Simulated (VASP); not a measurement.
# Li2S (Fm-3m) in VASP: further runs

Runs on Li2S. Level: PBE. Tasks: single point.

Everything below comes from runs of VASP 6.6.1. Logs are shortened: lines on timing, memory, paths and dates and some standing lists are left out, and cuts for length are marked.

### Step 1. The cell of the first run

Symmetry: Fm-3m, No. 225, cubic system. Conventional cell: a = 5.052 Å, b = 5.052 Å, c = 5.052 Å, α = 90.00°, β = 90.00°, γ = 90.00°. Within 2.9 Å of Li (site symmetry -43m) lie 4 S at 2.19 Å and 6 Li at 2.53 Å. Within 2.9 Å of S (site symmetry m-3m) lie 8 Li at 2.19 Å.

### Step 2. Single point, PBE

INCAR

```
SYSTEM = Li2S
  ALGO = Normal
  EDIFF = 1E-6
  ENCUT = 750
  GGA = PE
  GGA_COMPAT = .False.
  ISIF = 2
  ISMEAR = 0
  LASPH = .True.
  LCHARG = .False.
  LREAL = .False.
  LWAVE = .False.
  NBANDS = 13
  NELM = 120
  PREC = Accurate
  SIGMA = 0.01
```

KPOINTS

```
k-points
0
Gamma
  6 6 6
  0 0 0
```

POSCAR

```
Li2S
1.0
    0.0000000000      2.5258483806      2.5258483806
    2.5258483806      0.0000000000      2.5258483806
    2.5258483806      2.5258483806      0.0000000000
Li S
2 1
Direct
    0.2500000000      0.2500000000      0.2500000000
    0.7500000000      0.7500000000      0.7500000000
    0.0000000000      0.0000000000      0.0000000000
```

Potentials or basis: VASP PAW PBE potentials, release 64 (Li_sv, S).

The run is started by

```console
$ cat potpaw_PBE.64/Li_sv/POTCAR potpaw_PBE.64/S/POTCAR > POTCAR
$ mpirun -np 1 vasp_std > vasp.out
```

OUTCAR:

```text
SYSTEM = Li2S
   EDIFF = 1E-6
   ENCUT = 750
   GGA = PE
   ISIF = 2
   ISMEAR = 0
   LASPH = .True.
   LREAL = .False.
   NELM = 120
   PREC = Accurate

 ion  position               nearest neighbor table
   1  0.250  0.250  0.250-   3 2.19   3 2.19   3 2.19   3 2.19   2 2.53   2 2.53   2 2.53   2 2.53
                             2 2.53   2 2.53
   2  0.750  0.750  0.750-   3 2.19   3 2.19   3 2.19   3 2.19   1 2.53   1 2.53   1 2.53   1 2.53
                             1 2.53   1 2.53
   3  0.000  0.000  0.000-   2 2.19   2 2.19   2 2.19   1 2.19   2 2.19   1 2.19   1 2.19   1 2.19

  LATTYP: Found a face centered cubic cell.
 ALAT       =     5.0516967612

  Lattice vectors:

 A1 = (   0.0000000000,   2.5258483806,   2.5258483806)
 A2 = (   2.5258483806,   0.0000000000,   2.5258483806)
 A3 = (   2.5258483806,   2.5258483806,   0.0000000000)

Analysis of symmetry for initial positions (statically):
=====================================================================
 Subroutine PRICEL returns:
 Original cell was already a primitive cell.

 Routine SETGRP: Setting up the symmetry group for a
 face centered cubic supercell.

 Subroutine GETGRP returns: Found 48 space group operations
 (whereof 48 operations were pure point group operations)
 out of a pool of 48 trial point group operations.

The static configuration has the point symmetry O_h .

Analysis of symmetry for dynamics (positions and initial velocities):
=====================================================================
 Subroutine PRICEL returns:
 Original cell was already a primitive cell.

 Routine SETGRP: Setting up the symmetry group for a
 face centered cubic supercell.

 Subroutine GETGRP returns: Found 48 space group operations
 (whereof 48 operations were pure point group operations)
 out of a pool of 48 trial point group operations.

The dynamic configuration has the point symmetry O_h .

 Subroutine INISYM returns: Found 48 space group operations
 (whereof 48 operations are pure point group operations),
 and found     1 'primitive' translations

----------------------------------------------------------------------------------------

                                     Primitive cell

  volume of cell :      32.2294

  direct lattice vectors                    reciprocal lattice vectors
     0.000000000  2.525848381  2.525848381    -0.197953291  0.197953291  0.197953291
     2.525848381  0.000000000  2.525848381     0.197953291 -0.197953291  0.197953291
     2.525848381  2.525848381  0.000000000     0.197953291  0.197953291 -0.197953291

  length of vectors
     3.572089036  3.572089036  3.572089036     0.342865158  0.342865158  0.342865158

  position of ions in fractional coordinates (direct lattice)
     0.250000000  0.250000000  0.250000000
     0.750000000  0.750000000  0.750000000
     0.000000000  0.000000000  0.000000000

  ion indices of the primitive-cell ions
   primitive index   ion index
                 1           1
                 2           2
                 3           3

----------------------------------------------------------------------------------------

 KPOINTS: k-points

Automatic generation of k-mesh.
 Grid dimensions read from file:
 generate k-points for:    6    6    6

 Generating k-lattice:

  Cartesian coordinates                     Fractional coordinates (reciprocal lattice)
    -0.032992215  0.032992215  0.032992215     0.166666667  0.000000000  0.000000000
     0.032992215 -0.032992215  0.032992215     0.000000000  0.166666667  0.000000000
     0.032992215  0.032992215 -0.032992215     0.000000000  0.000000000  0.166666667

  Length of vectors
     0.057144193  0.057144193  0.057144193

  Shift w.r.t. Gamma in fractional coordinates (k-lattice)
     0.000000000  0.000000000  0.000000000

 Subroutine IBZKPT returns following result:
 ===========================================

 Found     16 irreducible k-points:

 Following reciprocal coordinates:
            Coordinates               Weight
  0.000000  0.000000  0.000000      1.000000
  0.166667  0.000000  0.000000      8.000000
  0.333333  0.000000  0.000000      8.000000
  0.500000  0.000000  0.000000      4.000000
  0.166667  0.166667  0.000000      6.000000
  0.333333  0.166667  0.000000     24.000000
[... 8 lines left out ...]
 -0.333333  0.333333  0.166667     24.000000
 -0.333333  0.500000  0.166667     12.000000
   k-points           NKPTS =     16   k-points in BZ     NKDIM =     16   number of bands    NBANDS=     13
   number of dos      NEDOS =    301   number of ions     NIONS =      3
   total plane-waves  NPLWV =  32768
   dimension x,y,z NGX =    32 NGY =   32 NGZ =   32
   dimension x,y,z NGXF=    64 NGYF=   64 NGZF=   64
   ions per type =               2   1
   NGX,Y,Z   is equivalent  to a cutoff of  14.89, 14.89, 14.89 a.u.
   NGXF,Y,Z  is equivalent  to a cutoff of  29.79, 29.79, 29.79 a.u.
 SYSTEM =  Li2S
   PREC   = accura    normal or accurate (medium, high low for compatibility)
   ISTART =      0    job   : 0-new  1-cont  2-samecut
   ICHARG =      2    charge: 1-file 2-atom 10-const
   ISPIN  =      1    spin polarized calculation?
   LNONCOLLINEAR =      F non collinear calculations
   LSORBIT =      F    spin-orbit coupling
   LASPH  =      T    aspherical Exc in radial PAW
   ENCUT  =  750.0 eV  55.12 Ry    7.42 a.u.   7.98  7.98  7.98*2*pi/ulx,y,z
   NELM   =    120;   NELMIN=  2; NELMDL= -5     # of ELM steps
   EDIFF  = 0.1E-05   stopping-criterion for ELM
   LREAL  =      F    real-space projection
   EDIFFG = 0.1E-04   stopping-criterion for IOM
   NSW    =      0    number of steps for IOM
   IBRION =     -1    ionic relax: 0-MD 1-quasi-New 2-CG
   NFREE  =      0    steps in history (QN), initial steepest desc. (CG)
   ISIF   =      2    stress and relaxation
   ISYM   =      2    0-nonsym 1-usesym 2-fastsym
   POTIM  = 0.5000    time-step for ionic-motion
   TEBEG  =    0.0;   TEEND  =   0.0 temperature during run
   PSTRESS=    0.0 pullay stress
   NELECT =      12.0000    total number of electrons
   NUPDOWN=      -1.0000    fix difference up-down
   EMIN   =  10.00;   EMAX   =-10.00  energy-range for DOS
   EFERMI =   0.00;   METHOD = LEGACY
   ISMEAR =     0;   SIGMA  =   0.01  broadening in eV -4-tet -1-fermi 0-gaus
   EFERMI_NEDOS =   21; number of points for ismear=-14 and -15
   IALGO  =     38    algorithm
   IMIX   =      4    mixing-type and parameters
     AMIX     =   0.40;   BMIX     =  1.00
     AMIX_MAG =   1.60;   BMIX_MAG =  1.00
  volume/ion in A,a.u.               =      10.74        72.50
  Fermi-wavevector in a.u.,A,eV,Ry     =   1.177745  2.225616 18.872417  1.387084
  Thomas-Fermi vector in A             =   2.314086
   LORBIT       =      0    0 simple, 1 ext, 2 COOP (PROOUT), +10 PAW based schemes
   GGA     = PE    functional components
   LHFCALC =     F    Hartree Fock is set to
   AEXX    =    0.0000 exact exchange contribution
   IVDW    =     0    specifies the selected vdW correction
   LEPSILON=     F    determine dielectric tensor
   LRPA    =     F    only Hartree local field effects (RPA)
 non-spin polarized calculation
 Gauss-broadening in eV      SIGMA  =   0.01
  energy-cutoff  :      750.00
  volume of cell :       32.23
 maximum number of plane-waves:      1524
   NGX = 15   NGY = 15   NGZ = 15

 number of electron      11.9999997 magnetization

 Free energy of the ion-electron system (eV)
  ---------------------------------------------------
  ext. energy  EPLUGINS =         0.00000000
  ---------------------------------------------------
  free energy    TOTEN  =       -11.00166753 eV

  energy without entropy =      -11.00166753  energy(sigma->0) =      -11.00166753

 E-fermi :   4.3237     XC(G=0):  -9.9599

 val. band max:        4.2311754092   @ k =   0.0000   0.0000   0.0000
 cond. band min:       7.1379725374   @ k =   0.5000   0.5000   0.0000
 fundamental gap:      2.9067971282
 Fermi energy:         4.3237221479

 k-point     1 :       0.0000    0.0000    0.0000
  band No.  band energies     occupation
      1     -39.6258      2.00000
      2     -39.4615      2.00000
      3      -7.9749      2.00000
      4       4.2312      2.00000
      5       4.2312      2.00000
      6       4.2312      2.00000
      7      10.3943      0.00000
      8      10.3943      0.00000
      9      10.3943      0.00000
     10      10.6549      0.00000
     11      16.2699      0.00000
     12      16.2699      0.00000
     13      18.4540      0.00000

 k-point     2 :       0.1667    0.0000    0.0000
  band No.  band energies     occupation
      1     -39.6133      2.00000
      2     -39.4713      2.00000
      3      -7.8162      2.00000
      4       2.8111      2.00000
      5       3.9707      2.00000
      6       3.9707      2.00000
      7      10.8707      0.00000
      8      10.9317      0.00000
      9      10.9317      0.00000
     10      11.9909      0.00000
     11      14.9121      0.00000
     12      14.9121      0.00000
     13      19.1638      0.00000

 k-point     3 :       0.3333    0.0000    0.0000
  band No.  band energies     occupation
      1     -39.5806      2.00000
      2     -39.4988      2.00000
      3      -7.4426      2.00000
      4       0.7964      2.00000
      5       3.5577      2.00000
      6       3.5577      2.00000
      7      11.0395      0.00000
      8      11.0395      0.00000
      9      11.6834      0.00000
     10      13.8494      0.00000
     11      15.7602      0.00000
     12      15.7602      0.00000
     13      20.8322      0.00000
[... 177 lines left out ...]
 k-point    15 :      -0.3333    0.3333    0.1667
  band No.  band energies     occupation
      1     -39.5370      2.00000
      2     -39.5368      2.00000
      3      -7.0442      2.00000
      4       0.6134      2.00000
      5       1.9202      2.00000
      6       2.2959      2.00000
      7      10.2274      0.00000
      8      12.1757      0.00000
      9      14.5838      0.00000
     10      15.3096      0.00000
     11      15.7037      0.00000
     12      18.7434      0.00000
     13      19.7886      0.00000

 k-point    16 :      -0.3333    0.5000    0.1667
  band No.  band energies     occupation
      1     -39.5498      2.00000
      2     -39.5230      2.00000
      3      -6.9933      2.00000
      4       1.3742      2.00000
      5       1.3872      2.00000
      6       1.7105      2.00000
      7       9.0062      0.00000
      8      13.2650      0.00000
      9      14.1181      0.00000
     10      15.8821      0.00000
     11      18.3763      0.00000
     12      18.7978      0.00000
     13      20.2516      0.00000

------------------------ aborting loop because EDIFF is reached ----------------------------------------

  FORCE on cell =-STRESS in cart. coord.  units (eV):
  Direction    XX          YY          ZZ          XY          YZ          ZX
  --------------------------------------------------------------------------------------
  -------------------------------------------------------------------------------------
  Total        6.0537227      6.0537227      6.0537227      0.0000000      0.0000000      0.0000000
  in kB      300.9409412    300.9409412    300.9409412      0.0000000      0.0000000      0.0000000
  external PRESSURE =     300.9409412 kB  Pullay stress =       0.0000000 kB

 VOLUME and BASIS-vectors are now :
 -----------------------------------------------------------------------------
  energy-cutoff  :      750.00
  volume of cell :       32.23
      direct lattice vectors                 reciprocal lattice vectors
     0.000000000  2.525848381  2.525848381    -0.197953291  0.197953291  0.197953291
     2.525848381  0.000000000  2.525848381     0.197953291 -0.197953291  0.197953291
     2.525848381  2.525848381  0.000000000     0.197953291  0.197953291 -0.197953291

 POSITION                                       TOTAL-FORCE (eV/Angst)
 -----------------------------------------------------------------------------------
      1.26292      1.26292      1.26292        -0.000000     -0.000000     -0.000000
      3.78877      3.78877      3.78877         0.000000      0.000000      0.000000
      0.00000      0.00000      0.00000        -0.000000      0.000000     -0.000000
 -----------------------------------------------------------------------------------
    total drift:                               -0.000000     -0.000000      0.000000

  FREE ENERGIE OF THE ION-ELECTRON SYSTEM (eV)
  ---------------------------------------------------
  free  energy   TOTEN  =       -11.0016675271 eV

  energy  without entropy=      -11.0016675271  energy(sigma->0) =      -11.00166753
```

It took 11 s on 1 thread of Intel Xeon Platinum 8559C (Emerald Rapids), shared host; peak memory 0.16 GiB.

Results:

| Property | Result |
| --- | --- |
| Free energy | -11.0017 eV |
| Pressure | 30.1 GPa |
| Band gap on the k mesh | 2.91 eV (least direct gap 5.24 eV) |

Caveat: the cell stands under pressure.

### Step 3. Single point, PBE

This run uses another cell than the first one, of 10.07 Å³/atom.

INCAR

```
SYSTEM = Li2S
ALGO = Normal ; EDIFF = 1E-6
ENCUT = 750 ; GGA = PE
GGA_COMPAT = .FALSE. ; ISIF = 2
ISMEAR = 0 ; LASPH = .TRUE.
LCHARG = .FALSE. ; LREAL = .FALSE.
LWAVE = .FALSE. ; NBANDS = 13
NELM = 120 ; PREC = Accurate
SIGMA = 0.01
```

KPOINTS

```
k-points
0
G
  6 6 6
  0 0 0
```

POSCAR

```
Li2S
1.0
    0.0000000000      2.4718340903      2.4718340903
    2.4718340903      0.0000000000      2.4718340903
    2.4718340903      2.4718340903      0.0000000000
Li S
2 1
Direct
    0.2500000000      0.2500000000      0.2500000000
    0.7500000000      0.7500000000      0.7500000000
    0.0000000000      0.0000000000      0.0000000000
```

Potentials or basis: VASP PAW PBE potentials, release 64 (Li_sv, S).

The run is started by

```console
$ cat potpaw_PBE.64/Li_sv/POTCAR potpaw_PBE.64/S/POTCAR > POTCAR
$ mpirun -np 1 vasp_std > vasp.out
```

It took 9.8 s on 1 thread of Intel Xeon Platinum 8559C (Emerald Rapids), shared host; peak memory 0.16 GiB.

Results (log left out):

```
Free energy            : -10.5572 eV
Pressure               : 40.2 GPa
Band gap on the k mesh : 2.76 eV (least direct gap 5.31 eV)
```

Levels at points of the mesh, in eV from the valence-band top:
| k point | band 3 | band 4 | band 5 | band 6 | band 7 | band 8 | band 9 | band 10 |
| --- | --- | --- | --- | --- | --- | --- | --- | --- |
| (0.00, 0.00, 0.00) | -12.46 | 0.00 | 0.00 | 0.00 | 6.09 | 6.09 | 6.09 | 6.88 |
| (0.50, 0.00, 0.00) | -11.64 | -4.60 | -0.92 | -0.92 | 6.45 | 6.45 | 8.33 | 10.58 |
| (0.50, 0.50, 0.00) | -11.45 | -3.18 | -2.55 | -2.55 | 2.76 | 8.21 | 14.30 | 14.30 |

Caveat: the cell stands under pressure. A k mesh can miss the band edges.

(Continued in part 2 of 2.)
